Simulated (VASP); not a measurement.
# CuO (C2/c) in VASP: further runs

Aim: see how the results for CuO move with the level of theory and the settings. Levels: PBEsol+D4, revPBE. Tasks: single point.

All numbers are computed with VASP 6.6.1; they aren't measurements. Logs are shortened: lines on timing, memory, paths and dates and some standing lists are left out, and cuts for length are marked.

## 1. The cell of the first run

Symmetry: C2/c, No. 15, monoclinic system. Conventional cell: a = 4.715 Å, b = 3.445 Å, c = 5.163 Å, α = 90.00°, β = 99.54°, γ = 90.00°. Within 2.6 Å of Cu (site symmetry -1) lie 4 O at 1.96 to 1.97 Å. O (site symmetry 2) has 6 Cu at 1.96 to 2.80 Å and 6 O at 2.64 to 2.92 Å within 3.0 Å.

## 2. Single point, PBEsol+D4

The input, INCAR:

```
SYSTEM = CuO
  PREC = Accurate
  ENCUT = 520
  EDIFF = 1E-6
  ISMEAR = -1
  SIGMA = 0.05
  LREAL = .False.
  LASPH = .True.
  NELM = 80
  ALGO = Normal
  ISIF = 2
  LWAVE = .False.
  LCHARG = .False.
  GGA = PS
  IVDW = 13
  NBANDS = 25
```

The input, KPOINTS:

```
Automatic mesh
0
Gamma
  10 10 5
  0 0 0
```

The input, POSCAR:

```
CuO
1.0
    2.3573593924     -1.7226334429      0.0000000000
    2.3573593924      1.7226334429      0.0000000000
   -0.8556569116      0.0000000000      5.0913661947
Cu O
2 2
Direct
    0.5000000000      0.0000000000      0.5000000000
    0.0000000000      0.5000000000      0.0000000000
    0.4184000000      0.5816000000      0.7500000000
    0.5816000000      0.4184000000      0.2500000000
```

Potentials or basis: VASP PAW PBE potentials, release 64 (Cu, O).

On the command line:

```sh
$ cat potpaw_PBE.64/Cu/POTCAR potpaw_PBE.64/O/POTCAR > POTCAR
$ mpirun -np 1 vasp_std > vasp.out
```

OUTCAR:

```text
SYSTEM = CuO
   PREC = Accurate
   ENCUT = 520
   EDIFF = 1E-6
   ISMEAR = -1
   LREAL = .False.
   LASPH = .True.
   NELM = 80
   ISIF = 2
   GGA = PS
   IVDW = 13

 ion  position               nearest neighbor table
   1  0.500  0.000  0.500-   3 1.96   4 1.96   4 1.97   3 1.97
   2  0.000  0.500  0.000-   4 1.96   3 1.96   4 1.97   3 1.97
   3  0.418  0.582  0.750-   2 1.96   1 1.96   2 1.97   1 1.97
   4  0.582  0.418  0.250-   1 1.96   2 1.96   2 1.97   1 1.97

  LATTYP: Found a base centered monoclinic cell.
 ALAT       =     4.7147187848
 B/A-ratio  =     0.7307470590
 C/A-ratio  =     1.0950317057
 COS(beta)  =    -0.1657361228

  Lattice vectors:

 A1 = (   2.3573593924,  -1.7226334429,   0.0000000000)
 A2 = (   2.3573593924,   1.7226334429,   0.0000000000)
 A3 = (  -0.8556569116,   0.0000000000,   5.0913661947)

Analysis of symmetry for initial positions (statically):
=====================================================================
 Subroutine PRICEL returns:
 Original cell was already a primitive cell.

 Routine SETGRP: Setting up the symmetry group for a
 base centered monoclinic supercell.

 Subroutine GETGRP returns: Found  4 space group operations
 (whereof  2 operations were pure point group operations)
 out of a pool of  4 trial point group operations.

The static configuration has the point symmetry S_2 .
 The point group associated with its full space group is C_2h.

Analysis of symmetry for dynamics (positions and initial velocities):
=====================================================================
 Subroutine PRICEL returns:
 Original cell was already a primitive cell.

 Routine SETGRP: Setting up the symmetry group for a
 base centered monoclinic supercell.

 Subroutine GETGRP returns: Found  4 space group operations
 (whereof  2 operations were pure point group operations)
 out of a pool of  4 trial point group operations.

The dynamic configuration has the point symmetry S_2 .
 The point group associated with its full space group is C_2h.

 Subroutine INISYM returns: Found  4 space group operations
 (whereof  2 operations are pure point group operations),
 and found     1 'primitive' translations

----------------------------------------------------------------------------------------

                                     Primitive cell

  volume of cell :      41.3507

  direct lattice vectors                    reciprocal lattice vectors
     2.357359392 -1.722633443  0.000000000     0.212101728 -0.290253276  0.035645896
     2.357359392  1.722633443  0.000000000     0.212101728  0.290253276  0.035645896
    -0.855656912  0.000000000  5.091366195     0.000000000  0.000000000  0.196410936

  length of vectors
     2.919693354  2.919693354  5.162766553     0.361254394  0.361254394  0.196410936

  position of ions in fractional coordinates (direct lattice)
     0.500000000  1.000000000  0.500000000
     1.000000000  0.500000000  0.000000000
     0.418400000  0.581600000  0.750000000
     0.581600000  0.418400000  0.250000000

  ion indices of the primitive-cell ions
   primitive index   ion index
                 1           1
                 2           2
                 3           3
                 4           4

----------------------------------------------------------------------------------------

 KPOINTS: Automatic mesh

Automatic generation of k-mesh.
 Grid dimensions read from file:
 generate k-points for:   10   10    5

 Generating k-lattice:

  Cartesian coordinates                     Fractional coordinates (reciprocal lattice)
     0.021210173 -0.029025328  0.003564590     0.100000000  0.000000000 -0.000000000
     0.021210173  0.029025328  0.003564590     0.000000000  0.100000000 -0.000000000
     0.000000000  0.000000000  0.039282187     0.000000000  0.000000000  0.200000000

  Length of vectors
     0.036125439  0.036125439  0.039282187

  Shift w.r.t. Gamma in fractional coordinates (k-lattice)
     0.000000000  0.000000000  0.000000000

 Subroutine IBZKPT returns following result:
 ===========================================

 Found    141 irreducible k-points:

 Following reciprocal coordinates:
            Coordinates               Weight
  0.000000  0.000000  0.000000      1.000000
  0.100000 -0.000000  0.000000      4.000000
  0.200000 -0.000000  0.000000      4.000000
  0.300000  0.000000 -0.000000      4.000000
  0.400000 -0.000000  0.000000      4.000000
  0.500000  0.000000 -0.000000      2.000000
[... 16 lines left out ...]
  0.300000  0.300000  0.000000      2.000000
  0.400000  0.300000  0.000000      4.000000
 [... further k-points ...]
   k-points           NKPTS =    141   k-points in BZ     NKDIM =    141   number of bands    NBANDS=     25
   number of dos      NEDOS =    301   number of ions     NIONS =      4
   total plane-waves  NPLWV =  23040
   dimension x,y,z NGX =    24 NGY =   24 NGZ =   40
   dimension x,y,z NGXF=    48 NGYF=   48 NGZF=   80
   ions per type =               2   2
   NGX,Y,Z   is equivalent  to a cutoff of  13.67, 13.67, 12.88 a.u.
   NGXF,Y,Z  is equivalent  to a cutoff of  27.33, 27.33, 25.76 a.u.
 SYSTEM =  CuO
   PREC   = accura    normal or accurate (medium, high low for compatibility)
   ISTART =      0    job   : 0-new  1-cont  2-samecut
   ICHARG =      2    charge: 1-file 2-atom 10-const
   ISPIN  =      1    spin polarized calculation?
   LNONCOLLINEAR =      F non collinear calculations
   LSORBIT =      F    spin-orbit coupling
   LASPH  =      T    aspherical Exc in radial PAW
   ENCUT  =  520.0 eV  38.22 Ry    6.18 a.u.   5.43  5.43  9.60*2*pi/ulx,y,z
   NELM   =     80;   NELMIN=  2; NELMDL= -5     # of ELM steps
   EDIFF  = 0.1E-05   stopping-criterion for ELM
   LREAL  =      F    real-space projection
   EDIFFG = 0.1E-04   stopping-criterion for IOM
   NSW    =      0    number of steps for IOM
   IBRION =     -1    ionic relax: 0-MD 1-quasi-New 2-CG
   NFREE  =      0    steps in history (QN), initial steepest desc. (CG)
   ISIF   =      2    stress and relaxation
   ISYM   =      2    0-nonsym 1-usesym 2-fastsym
   POTIM  = 0.5000    time-step for ionic-motion
   TEBEG  =    0.0;   TEEND  =   0.0 temperature during run
   PSTRESS=    0.0 pullay stress
   NELECT =      34.0000    total number of electrons
   NUPDOWN=      -1.0000    fix difference up-down
   EMIN   =  10.00;   EMAX   =-10.00  energy-range for DOS
   EFERMI =   0.00;   METHOD = LEGACY
   ISMEAR =    -1;   SIGMA  =   0.05  broadening in eV -4-tet -1-fermi 0-gaus
   EFERMI_NEDOS =   21; number of points for ismear=-14 and -15
   IALGO  =     38    algorithm
   IMIX   =      4    mixing-type and parameters
     AMIX     =   0.40;   BMIX     =  1.00
     AMIX_MAG =   1.60;   BMIX_MAG =  1.00
  volume/ion in A,a.u.               =      10.34        69.76
  Fermi-wavevector in a.u.,A,eV,Ry     =   1.533699  2.898271 32.004068  2.352233
  Thomas-Fermi vector in A             =   2.640730
   LORBIT       =      0    0 simple, 1 ext, 2 COOP (PROOUT), +10 PAW based schemes
   GGA     = PS    functional components
   LHFCALC =     F    Hartree Fock is set to
   AEXX    =    0.0000 exact exchange contribution
   IVDW    =    13    specifies the selected vdW correction
   LEPSILON=     F    determine dielectric tensor
   LRPA    =     F    only Hartree local field effects (RPA)
 non-spin polarized calculation
  energy-cutoff  :      520.00
  volume of cell :       41.35
 maximum number of plane-waves:      1137
 NGX is ok and might be reduce to    24
   NGX = 11   NGY = 11   NGZ = 19

 number of electron      34.0000009 magnetization

 Free energy of the ion-electron system (eV)
  ---------------------------------------------------
  ext. energy  EPLUGINS =         0.00000000
  ---------------------------------------------------
  free energy    TOTEN  =       -21.33350719 eV

  energy without entropy =      -21.31391827  energy(sigma->0) =      -21.32371273

 E-fermi :   5.2782     XC(G=0): -12.0717

 val. band max:        5.2778623219   @ k =   0.5000   0.2000   0.4000
 cond. band min:       5.2787410245   @ k =   0.5000   0.0000  -0.0000
 fundamental gap:      0.0008787026
 Fermi energy:         5.2782406308

 k-point     1 :       0.0000    0.0000    0.0000
  band No.  band energies     occupation
      1     -14.3989      2.00000
      2     -13.0948      2.00000
      3      -2.7393      2.00000
      4      -0.1576      2.00000
      5       0.2393      2.00000
      6       2.0560      2.00000
[... 17 lines left out ...]
     24      21.4303      0.00000
     25      21.7524      0.00000

 k-point     2 :       0.1000   -0.0000    0.0000
  band No.  band energies     occupation
      1     -14.3326      2.00000
      2     -13.0732      2.00000
      3      -2.6302      2.00000
      4      -0.1738      2.00000
      5       0.2106      2.00000
      6       1.2964      2.00000
[... 17 lines left out ...]
     24      20.9404      0.00000
     25      21.9256      0.00000

 k-point     3 :       0.2000   -0.0000    0.0000
  band No.  band energies     occupation
      1     -14.1525      2.00000
      2     -13.0158      2.00000
      3      -2.3378      2.00000
      4      -0.2343      2.00000
      5       0.0644      2.00000
      6       0.3016      2.00000
[... 17 lines left out ...]
     24      20.0880      0.00000
     25      21.4639      0.00000

 k-point     4 :       0.3000    0.0000   -0.0000
  band No.  band energies     occupation
      1     -13.9154      2.00000
      2     -12.9438      2.00000
      3      -1.9673      2.00000
      4      -0.8610      2.00000
      5      -0.3080      2.00000
      6       0.2078      2.00000
[... 17 lines left out ...]
     24      18.9821      0.00000
     25      21.0625      0.00000
[... 477 lines left out ...]
 k-point    22 :      -0.2000    0.2000    0.0000
  band No.  band energies     occupation
      1     -13.8608      2.00000
      2     -12.9180      2.00000
      3      -1.8694      2.00000
      4      -0.3839      2.00000
      5      -0.3352      2.00000
      6      -0.0089      2.00000
[... 17 lines left out ...]
     24      18.8857      0.00000
     25      18.9625      0.00000

 k-point    23 :       0.3000    0.3000    0.0000
  band No.  band energies     occupation
      1     -13.6207      2.00000
      2     -12.8924      2.00000
      3      -1.4118      2.00000
      4      -0.9337      2.00000
      5       0.0659      2.00000
      6       0.1079      2.00000
[... 17 lines left out ...]
     24      19.5843      0.00000
     25      19.9566      0.00000

 k-point    24 :       0.4000    0.3000    0.0000
  band No.  band energies     occupation
      1     -13.4367      2.00000
      2     -12.8447      2.00000
      3      -1.4177      2.00000
      4      -1.1243      2.00000
      5      -0.1252      2.00000
      6       0.0506      2.00000
[... 17 lines left out ...]
     24      18.3902      0.00000
     25      19.4578      0.00000

 [... further k-points ...]

------------------------ aborting loop because EDIFF is reached ----------------------------------------

  DFT-D4 for vdW energy calculation

  Edisp (eV):   -0.71219

  FORCE on cell =-STRESS in cart. coord.  units (eV):
  Direction    XX          YY          ZZ          XY          YZ          ZX
  --------------------------------------------------------------------------------------
  -------------------------------------------------------------------------------------
  Total      -2.14894    -1.28622    -2.62199     0.00000     0.00000    -0.03580
  in kB     -83.26295   -49.83601  -101.59177     0.00000     0.00000    -1.38695
  external pressure =      -78.23 kB  Pullay stress =        0.00 kB

 VOLUME and BASIS-vectors are now :
 -----------------------------------------------------------------------------
  energy-cutoff  :      520.00
  volume of cell :       41.35
      direct lattice vectors                 reciprocal lattice vectors
     2.357359392 -1.722633443  0.000000000     0.212101728 -0.290253276  0.035645896
     2.357359392  1.722633443  0.000000000     0.212101728  0.290253276  0.035645896
    -0.855656912  0.000000000  5.091366195     0.000000000  0.000000000  0.196410936

 POSITION                                       TOTAL-FORCE (eV/Angst)
 -----------------------------------------------------------------------------------
      0.75085     -0.86132      2.54568         0.000000     -0.000000      0.000000
      1.17868      0.86132      0.00000         0.000000     -0.000000      0.000000
      1.71562      0.28113      3.81852         0.000000     -0.378578      0.000000
      2.14345     -0.28113      1.27284        -0.000000      0.378578     -0.000000
 -----------------------------------------------------------------------------------
    total drift:                                0.000000      0.000000     -0.000000

  FREE ENERGIE OF THE ION-ELECTRON SYSTEM (eV)
  ---------------------------------------------------
  free  energy   TOTEN  =       -22.0456957605 eV

  energy  without entropy=      -22.0261068443  energy(sigma->0) =      -22.03590130
```

Wall time 90 s (1 thread of Intel Xeon 6975P-C (Granite Rapids), shared host); peak memory 0.24 GiB.

Results:

- Free energy: -22.0457 eV
- Pressure: -7.8 GPa
- Largest force: 0.379 eV/Å
- Band gap on the k mesh: zero (bands 17 and 18 overlap by 0.61 eV)
- Dispersion energy per atom: -0.178 eV

Forces on the atoms (eV/Å):
```
Cu   0.000  0.000  0.000
Cu   0.000  0.000  0.000
O    0.000 -0.379  0.000
O    0.000  0.379  0.000
```

Stress tensor (GPa, compression positive):
```
 -8.33   0.00  -0.14
  0.00  -4.98   0.00
 -0.14   0.00 -10.16
```

Caveat: the cell stands under tension; the PAW data sets were made with another functional, which shifts forces and pressure a little; semilocal functionals often make such compounds metallic where correlation or magnetic order opens a gap, which also shifts bond lengths.

## 3. Single point, revPBE

The input, INCAR:

```
SYSTEM = CuO
PREC = Accurate
ENCUT = 520
EDIFF = 1E-6
ISMEAR = -1
SIGMA = 0.05
LREAL = .FALSE.
LASPH = .TRUE.
NELM = 80
ALGO = Normal
ISIF = 2
LWAVE = .FALSE.
LCHARG = .FALSE.
GGA = RE
NBANDS = 25
```

The input, KPOINTS:

```
Automatic mesh
0
G
  10 10 5
  0 0 0
```

POSCAR is that of step 2.

Potentials or basis: VASP PAW PBE potentials, release 64 (Cu, O).

On the command line:

```sh
$ cat potpaw_PBE.64/Cu/POTCAR potpaw_PBE.64/O/POTCAR > POTCAR
$ mpirun -np 1 vasp_std > vasp.out
```

It took 60 s on 1 thread of Intel Xeon 6975P-C (Granite Rapids), shared host; peak memory 0.24 GiB.

The run converged. Its results:

```yaml
Free_energy: -18.0681 eV
Pressure: 6.8 GPa
Largest_force: 0.229 eV/Å
Band_gap_on_the_k_mesh: zero (bands 17 and 18 overlap by 0.60 eV)
```

Forces in eV/Å, atoms in the order of the input:
```
Cu   0.000  0.000  0.000
Cu   0.000  0.000  0.000
O    0.000 -0.229  0.000
O    0.000  0.229  0.000
```

Stress tensor (GPa, compression positive):
```
 6.74  0.00 -1.07
 0.00  7.82  0.00
-1.07  0.00  5.96
```

Levels at points of the mesh, in eV from the Fermi level:
```csv
k point,band 13,band 14,band 15,band 16,band 17,band 18,band 19,band 20,band 21,band 22
"(0.00, 0.00, 0.00)",-2.33,-2.17,-2.12,-1.63,0.21,0.92,1.68,6.08,8.11,13.37
"(0.50, 0.00, 0.00)",-2.01,-1.57,-1.47,-1.39,0.01,0.26,4.95,6.30,6.92,11.09
"(0.50, 0.50, 0.00)",-2.10,-2.08,-1.65,-1.20,-0.65,1.05,3.47,7.11,8.55,9.96
```

Caveat: the cell stands under pressure; the PAW data sets were made with another functional, which shifts forces and pressure a little; semilocal functionals often make such compounds metallic where correlation or magnetic order opens a gap, which also shifts bond lengths. With open d or f shells a metallic result of revPBE can be an artefact of self-interaction; +U or a hybrid may open a gap.
